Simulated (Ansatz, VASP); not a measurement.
**Two plane-wave programs on In3P**

INCAR

```
SYSTEM = In3P
ALGO     = Normal         ! electronic algorithm
EDIFF    = 1E-8           ! SCF threshold, eV
ENCUT    = 520            ! plane-wave cutoff, eV
GGA      = PE             ! functional
ISIF     = 2              ! what is computed and relaxed
ISMEAR   = -1             ! smearing method
LASPH    = .True.         ! aspherical terms in the spheres
LCHARG   = .False.        ! write CHGCAR
LEFG     = .True.       
LREAL    = .False.        ! projectors in reciprocal space
LWAVE    = .False.        ! write WAVECAR
NBANDS   = 30             ! bands
NELM     = 100            ! most SCF steps
PREC     = Accurate       ! precision mode
SIGMA    = 0.03           ! smearing width, eV
```

File KPOINTS:

```
k-points
0
Gamma
  10 10 10
  0 0 0
```

The input POSCAR:

```
In3P
1.0
    0.0000000000      3.6718924000      3.6718924000
    3.6718924000      0.0000000000      3.6718924000
    3.6718924000      3.6718924000      0.0000000000
P In
1 3
Direct
    0.0000000000      0.0000000000      0.0000000000
    0.5000000000      0.5000000000      0.5000000000
    0.2500000000      0.2500000000      0.2500000000
    0.7500000000      0.7500000000      0.7500000000
```

Input for Ansatz:

```yaml
crystal:
  lattice:
    - [0.0, 3.6718924, 3.6718924]
    - [3.6718924, 0.0, 3.6718924]
    - [3.6718924, 3.6718924, 0.0]
  atoms:
    - { symbol: P, position: [0.0, 0.0, 0.0] }
    - { symbol: In, position: [0.5, 0.5, 0.5] }
    - { symbol: In, position: [0.25, 0.25, 0.25] }
    - { symbol: In, position: [0.75, 0.75, 0.75] }
kpoints:
  mp_grid: { grid: [10, 10, 10] }
  band_path:
    path:
      - [0.0, 0.0, 0.0]
      - [0.5, 0.0, 0.5]
      - [0.625, 0.25, 0.625]
      - [0.375, 0.375, 0.75]
      - [0.0, 0.0, 0.0]
      - [0.5, 0.5, 0.5]
      - [0.5, 0.25, 0.75]
      - [0.5, 0.0, 0.5]
    npoints: 8
scf:
  occupations: { method: fermi_dirac, width: 0.03 }
hamiltonian:
  xc: pbe
  pseudopotentials: { kind: paw }
output:
  forces: true
  stress: true
  eigenvalues: true
  efg: { contact_densities: true }
  populations: true
  bader: true
  dos: { projected: true, de: 0.2, e_range: [-14, 8] }
```

Alike in both runs: task electric field gradients; functional PBE; k mesh 10 × 10 × 10; occupations fermi-dirac, width 0.03 eV; no spin polarisation.

```csv
,VASP,Ansatz
version,VASP 6.6.1,Ansatz 0.2.0
potentials or method,"VASP PAW PBE potentials, release 64 (P, In_d)","PAW with Ansatz's default frozen-core files, scalar-relativistic"
plane-wave cutoff (eV),520,420
valence electrons in the cell,44,44
```

|  | VASP | Ansatz | Ansatz less VASP |
| --- | --- | --- | --- |
| pressure (GPa) | 0.0 | 0.0 | +0.03 |

With one functional, cell and mesh, what is left measures potentials, basis and numerics.
